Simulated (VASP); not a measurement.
# Al in VASP: single point with r2SCAN

Aim: the single point of Al with r2SCAN.

All numbers are computed with VASP 6.6.1; they aren't measurements. Logs are shortened: lines on timing, memory, paths and dates and some standing lists are left out, and cuts for length are marked.

## Step 1: The cell of the first run

The cell holds a sublattice, 4 atoms: a = 5.453 Å, b = 5.453 Å, c = 5.453 Å, α = 60.00°, β = 60.00°, γ = 60.00°.

## Step 2: Single point, r2SCAN

The input, POSCAR:

```
Al
1.0
    0.0000000000      3.8561654466      3.8561654466
    3.8561654466      0.0000000000      3.8561654466
    3.8561654466      3.8561654466      0.0000000000
Al
4
Direct
    0.1250000000      0.1250000000      0.1250000000
    0.6250000000      0.1250000000      0.1250000000
    0.1250000000      0.6250000000      0.1250000000
    0.1250000000      0.1250000000      0.6250000000
```

The input, INCAR.step1:

```
SYSTEM = Al
PREC = Accurate
ENCUT = 440
ISMEAR = 0
SIGMA = 0.1
LREAL = .FALSE.
LASPH = .TRUE.
NELM = 120
NBANDS = 14
GGA = PE
ALGO = Normal
EDIFF = 1E-5
LWAVE = .TRUE.
LCHARG = .FALSE.
GGA_COMPAT = .FALSE.
```

The input, INCAR.step2:

```
SYSTEM = Al
PREC = Accurate
ENCUT = 440
EDIFF = 1E-6
ISMEAR = 0
SIGMA = 0.1
LREAL = .FALSE.
LASPH = .TRUE.
NELM = 120
ALGO = Normal
ISIF = 2
LWAVE = .FALSE.
LCHARG = .FALSE.
METAGGA = R2SCAN
LMIXTAU = .TRUE.
NBANDS = 14
ISTART = 1
GGA_COMPAT = .FALSE.
```

The input, KPOINTS:

```
regular mesh
0
G
  8 8 8
  0 0 0
```

Potentials or basis: VASP PAW PBE potentials, release 64 (Al).

The run is started by

```sh
$ cat potpaw_PBE.64/Al/POTCAR > POTCAR
$ cp INCAR.step1 INCAR
$ mpirun -np 1 vasp_std > vasp.out
$ cp INCAR.step2 INCAR
$ mpirun -np 1 vasp_std > vasp.out
```

OUTCAR:

```text
SYSTEM = Al
   PREC = Accurate
   ENCUT = 440
   EDIFF = 1E-6
   ISMEAR = 0
   LREAL = .FALSE.
   LASPH = .TRUE.
   NELM = 120
   ISIF = 2
   METAGGA = R2SCAN
   ISTART = 1

 ion  position               nearest neighbor table
   1  0.125  0.125  0.125-   2 2.73   3 2.73   4 2.73   4 2.73   3 2.73   2 2.73
   2  0.625  0.125  0.125-   1 2.73   4 2.73   3 2.73   1 2.73   3 2.73   4 2.73
   3  0.125  0.625  0.125-   1 2.73   4 2.73   1 2.73   2 2.73   4 2.73   2 2.73
   4  0.125  0.125  0.625-   1 2.73   1 2.73   2 2.73   3 2.73   3 2.73   2 2.73

  LATTYP: Found a face centered cubic cell.
 ALAT       =     7.7123308932

  Lattice vectors:

 A1 = (   0.0000000000,   3.8561654466,   3.8561654466)
 A2 = (   3.8561654466,   0.0000000000,   3.8561654466)
 A3 = (   3.8561654466,   3.8561654466,   0.0000000000)

Analysis of symmetry for initial positions (statically):
=====================================================================
 Subroutine PRICEL returns:
 Original cell was already a primitive cell.

 Routine SETGRP: Setting up the symmetry group for a
 face centered cubic supercell.

 Subroutine GETGRP returns: Found 48 space group operations
 (whereof 24 operations were pure point group operations)
 out of a pool of 48 trial point group operations.

The static configuration has the point symmetry T_d .
 The point group associated with its full space group is O_h .

Analysis of symmetry for dynamics (positions and initial velocities):
=====================================================================
 Subroutine PRICEL returns:
 Original cell was already a primitive cell.

 Routine SETGRP: Setting up the symmetry group for a
 face centered cubic supercell.

 Subroutine GETGRP returns: Found 48 space group operations
 (whereof 24 operations were pure point group operations)
 out of a pool of 48 trial point group operations.

The dynamic configuration has the point symmetry T_d .
 The point group associated with its full space group is O_h .

 Subroutine INISYM returns: Found 48 space group operations
 (whereof 24 operations are pure point group operations),
 and found     1 'primitive' translations

----------------------------------------------------------------------------------------

                                     Primitive cell

  volume of cell :     114.6825

  direct lattice vectors                    reciprocal lattice vectors
     0.000000000  3.856165447  3.856165447    -0.129662486  0.129662486  0.129662486
     3.856165447  0.000000000  3.856165447     0.129662486 -0.129662486  0.129662486
     3.856165447  3.856165447  0.000000000     0.129662486  0.129662486 -0.129662486

  length of vectors
     5.453441473  5.453441473  5.453441473     0.224582014  0.224582014  0.224582014

  position of ions in fractional coordinates (direct lattice)
     0.125000000  0.125000000  0.125000000
     0.625000000  0.125000000  0.125000000
     0.125000000  0.625000000  0.125000000
     0.125000000  0.125000000  0.625000000

  ion indices of the primitive-cell ions
   primitive index   ion index
                 1           1
                 2           2
                 3           3
                 4           4

----------------------------------------------------------------------------------------

 KPOINTS: regular mesh

Automatic generation of k-mesh.
 Grid dimensions read from file:
 generate k-points for:    8    8    8

 Generating k-lattice:

  Cartesian coordinates                     Fractional coordinates (reciprocal lattice)
    -0.016207811  0.016207811  0.016207811     0.125000000  0.000000000  0.000000000
     0.016207811 -0.016207811  0.016207811     0.000000000  0.125000000  0.000000000
     0.016207811  0.016207811 -0.016207811     0.000000000  0.000000000  0.125000000

  Length of vectors
     0.028072752  0.028072752  0.028072752

  Shift w.r.t. Gamma in fractional coordinates (k-lattice)
     0.000000000  0.000000000  0.000000000

 Subroutine IBZKPT returns following result:
 ===========================================

 Found     29 irreducible k-points:

 Following reciprocal coordinates:
            Coordinates               Weight
  0.000000  0.000000  0.000000      1.000000
  0.125000  0.000000  0.000000      8.000000
  0.250000  0.000000  0.000000      8.000000
  0.375000  0.000000  0.000000      8.000000
  0.500000  0.000000  0.000000      4.000000
  0.125000  0.125000  0.000000      6.000000
[... 16 lines left out ...]
  0.500000  0.250000  0.125000     48.000000
 -0.375000  0.250000  0.125000     24.000000
 [... further k-points ...]
   k-points           NKPTS =     29   k-points in BZ     NKDIM =     29   number of bands    NBANDS=     14
   number of dos      NEDOS =    301   number of ions     NIONS =      4
   total plane-waves  NPLWV =  64000
   dimension x,y,z NGX =    40 NGY =   40 NGZ =   40
   dimension x,y,z NGXF=    80 NGYF=   80 NGZF=   80
   ions per type =               4
   NGX,Y,Z   is equivalent  to a cutoff of  12.19, 12.19, 12.19 a.u.
   NGXF,Y,Z  is equivalent  to a cutoff of  24.39, 24.39, 24.39 a.u.
 SYSTEM =  Al
   PREC   = accura    normal or accurate (medium, high low for compatibility)
   ISTART =      1    job   : 0-new  1-cont  2-samecut
   ICHARG =      0    charge: 1-file 2-atom 10-const
   ISPIN  =      1    spin polarized calculation?
   LNONCOLLINEAR =      F non collinear calculations
   LSORBIT =      F    spin-orbit coupling
   LASPH  =      T    aspherical Exc in radial PAW
   ENCUT  =  440.0 eV  32.34 Ry    5.69 a.u.   9.33  9.33  9.33*2*pi/ulx,y,z
   NELM   =    120;   NELMIN=  2; NELMDL=  0     # of ELM steps
   EDIFF  = 0.1E-05   stopping-criterion for ELM
   LREAL  =      F    real-space projection
   EDIFFG = 0.1E-04   stopping-criterion for IOM
   NSW    =      0    number of steps for IOM
   IBRION =     -1    ionic relax: 0-MD 1-quasi-New 2-CG
   NFREE  =      0    steps in history (QN), initial steepest desc. (CG)
   ISIF   =      2    stress and relaxation
   ISYM   =      2    0-nonsym 1-usesym 2-fastsym
   POTIM  = 0.5000    time-step for ionic-motion
   TEBEG  =    0.0;   TEEND  =   0.0 temperature during run
   PSTRESS=    0.0 pullay stress
   NELECT =      12.0000    total number of electrons
   NUPDOWN=      -1.0000    fix difference up-down
   EMIN   =  10.00;   EMAX   =-10.00  energy-range for DOS
   EFERMI =   0.00;   METHOD = LEGACY
   ISMEAR =     0;   SIGMA  =   0.10  broadening in eV -4-tet -1-fermi 0-gaus
   EFERMI_NEDOS =   21; number of points for ismear=-14 and -15
   IALGO  =     38    algorithm
   IMIX   =      4    mixing-type and parameters
     AMIX     =   0.40;   BMIX     =  1.00
     AMIX_MAG =   1.60;   BMIX_MAG =  1.00
  volume/ion in A,a.u.               =      28.67       193.48
  Fermi-wavevector in a.u.,A,eV,Ry     =   0.771441  1.457813  8.097123  0.595122
  Thomas-Fermi vector in A             =   1.872860
   LORBIT       =      0    0 simple, 1 ext, 2 COOP (PROOUT), +10 PAW based schemes
   METAGGA = R2SCAN    functional components
   LHFCALC =     F    Hartree Fock is set to
   AEXX    =    0.0000 exact exchange contribution
   IVDW    =     0    specifies the selected vdW correction
   LEPSILON=     F    determine dielectric tensor
   LRPA    =     F    only Hartree local field effects (RPA)
 non-spin polarized calculation
 Gauss-broadening in eV      SIGMA  =   0.10
  energy-cutoff  :      440.00
  volume of cell :      114.68
 maximum number of plane-waves:      2421
 NGX is ok and might be reduce to    40
   NGX = 19   NGY = 19   NGZ = 19

 number of electron      12.0000000 magnetization

 Free energy of the ion-electron system (eV)
  ---------------------------------------------------
  ext. energy  EPLUGINS =         0.00000000
  ---------------------------------------------------
  free energy    TOTEN  =       -24.26886977 eV

  energy without entropy =      -24.26196326  energy(sigma->0) =      -24.26541652

 E-fermi :   2.6264     XC(G=0):  -8.2721

 val. band max:        2.5514841362   @ k =  -0.3750   0.1250   0.0000
 cond. band min:       2.6583392971   @ k =   0.1250   0.0000   0.0000
 fundamental gap:      0.1068551610
 Fermi energy:         2.6263550021

 k-point     1 :       0.0000    0.0000    0.0000
  band No.  band energies     occupation
      1      -6.4424      2.00000
      2      -1.3071      2.00000
      3       1.4468      2.00000
      4       1.4468      2.00000
      5       1.4468      2.00000
      6       1.6826      2.00000
      7       1.6827      2.00000
      8       1.6827      2.00000
      9       4.1734      0.00000
     10       4.1734      0.00000
     11       5.0418      0.00000
     12       7.6300      0.00000
     13       7.6300      0.00000
     14       7.6300      0.00000

 k-point     2 :       0.1250    0.0000    0.0000
  band No.  band energies     occupation
      1      -6.3466      2.00000
      2      -1.6508      2.00000
      3       0.7303      2.00000
      4       1.0565      2.00000
      5       1.0565      2.00000
      6       2.0971      2.00000
      7       2.0971      2.00000
      8       2.6583      0.65103
      9       4.1436      0.00000
     10       4.1436      0.00000
     11       5.4536      0.00000
     12       7.4337      0.00000
     13       8.0567      0.00000
     14       8.0567      0.00000

 k-point     3 :       0.2500    0.0000    0.0000
  band No.  band energies     occupation
      1      -6.0727      2.00000
      2      -2.4472      2.00000
      3       0.2478      2.00000
      4       0.6952      2.00000
      5       0.6952      2.00000
      6       2.3560      1.99987
      7       2.3560      1.99987
      8       3.7890      0.00000
      9       4.4246      0.00000
     10       4.4246      0.00000
     11       6.2810      0.00000
     12       7.4205      0.00000
     13       8.9773      0.00000
     14       8.9773      0.00000
[... 324 lines left out ...]
 k-point    23 :       0.5000    0.2500    0.1250
  band No.  band energies     occupation
      1      -5.4400      2.00000
      2      -3.4770      2.00000
      3      -0.9595      2.00000
      4      -0.0918      2.00000
      5       1.3978      2.00000
      6       2.2586      2.00000
      7       3.2910      0.00000
      8       3.9001      0.00000
      9       5.1222      0.00000
     10       6.7260      0.00000
     11       6.9072      0.00000
     12       7.6313      0.00000
     13       8.4911      0.00000
     14       9.0095      0.00000

 k-point    24 :      -0.3750    0.2500    0.1250
  band No.  band energies     occupation
      1      -5.1899      2.00000
      2      -3.8254      2.00000
      3      -1.0875      2.00000
      4      -0.1929      2.00000
      5       1.3449      2.00000
      6       2.4387      1.99205
      7       3.3285      0.00000
      8       4.0906      0.00000
      9       5.4607      0.00000
     10       6.5644      0.00000
     11       7.0972      0.00000
     12       7.5055      0.00000
     13       8.3794      0.00000
     14       9.7183      0.00000

 [... further k-points ...]
[... 5 lines left out ...]
  --------------------------------------------------------------------------------------
  -------------------------------------------------------------------------------------
  Total       -1.6787228     -1.6787228     -1.6787228      0.0000000      0.0000000      0.0000000
  in kB      -23.4526860    -23.4526860    -23.4526860      0.0000000      0.0000000      0.0000000
  external PRESSURE =     -23.4526860 kB  Pullay stress =       0.0000000 kB

 VOLUME and BASIS-vectors are now :
 -----------------------------------------------------------------------------
  energy-cutoff  :      440.00
  volume of cell :      114.68
      direct lattice vectors                 reciprocal lattice vectors
     0.000000000  3.856165447  3.856165447    -0.129662486  0.129662486  0.129662486
     3.856165447  0.000000000  3.856165447     0.129662486 -0.129662486  0.129662486
     3.856165447  3.856165447  0.000000000     0.129662486  0.129662486 -0.129662486

 POSITION                                       TOTAL-FORCE (eV/Angst)
 -----------------------------------------------------------------------------------
      0.96404      0.96404      0.96404         0.000000     -0.000000      0.000000
      0.96404      2.89212      2.89212         0.000000     -0.000000     -0.000000
      2.89212      0.96404      2.89212         0.000000      0.000000      0.000000
      2.89212      2.89212      0.96404        -0.000000     -0.000000      0.000000
 -----------------------------------------------------------------------------------
    total drift:                               -0.000000     -0.000000      0.000000

  FREE ENERGIE OF THE ION-ELECTRON SYSTEM (eV)
  ---------------------------------------------------
  free  energy   TOTEN  =       -24.2688697735 eV

  energy  without entropy=      -24.2619632588  energy(sigma->0) =      -24.26541652
```

Run time: 3.1 min. Hardware: 1 thread of AMD EPYC 9R45 (Zen 5), shared host; peak memory 0.21 GiB.

Results:

- Free energy: -24.2689 eV
- Pressure: -2.3 GPa
- Band gap on the k mesh: zero (band 6 reaches 3.02 eV, above the bottom of band 7 at 1.68 eV)

Caveat: the PAW data sets were made with another functional, which shifts forces and pressure a little.
